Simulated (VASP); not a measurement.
Ni3Ge: single point with PBEsol

The system is Ni3Ge.

```
CELL_PARAMETERS angstrom
3.52491 0.00000 0.00000
0.00000 3.52491 0.00000
0.00000 0.00000 3.52491
ATOMIC_POSITIONS crystal
Ni 0.50000 0.00000 0.50000
Ni 0.00000 0.50000 0.50000
Ni 0.50000 0.50000 0.00000
Ge 0.00000 0.00000 0.00000
```

```
Program                : VASP 6.6.1
Task                   : single point
Functional             : PBEsol
Potentials or basis    : VASP PAW PBE potentials, release 64 (Ni, Ge_d)
Cutoff                 : 520 eV
k mesh                 : 14 × 14 × 14
Occupations            : gaussian, width 0.15 eV
Spin                   : no spin polarisation
Dipole correction      : no
Further INCAR settings : ALGO = Fast; EDIFF = 1e-07; NBANDS = 30
```

| Quantity | Value |
| --- | --- |
| Pressure | 0.3 GPa |
| Band gap on the k mesh | zero (bands 22 and 23 overlap by 0.23 eV) |

Levels at points of the mesh, in eV from the Fermi level:
```csv
k point,band 19,band 20,band 21,band 22,band 23,band 24,band 25,band 26
"(0.00, 0.00, 0.00)",-0.60,-0.60,-0.31,0.01,0.01,0.01,3.99,6.90
"(0.50, 0.00, 0.00)",-1.27,-1.17,-0.56,0.01,3.62,3.62,4.69,5.77
"(0.50, 0.50, 0.00)",-1.23,-1.13,-0.97,-0.96,0.62,0.62,5.73,6.47
"(0.50, 0.50, 0.50)",-1.19,-1.19,-0.55,-0.22,-0.22,-0.22,0.70,4.23
```

Wall time 2.2 min on 1 thread of Intel(R) Xeon(R) Platinum 8488C (Sapphire Rapids) (shared host), peak memory 0.25 GiB.

Caveat: the PAW data sets were made with another functional, which shifts forces and pressure a little. Spin polarisation is off, so any magnetic state and its effect on volume and gap are missing.
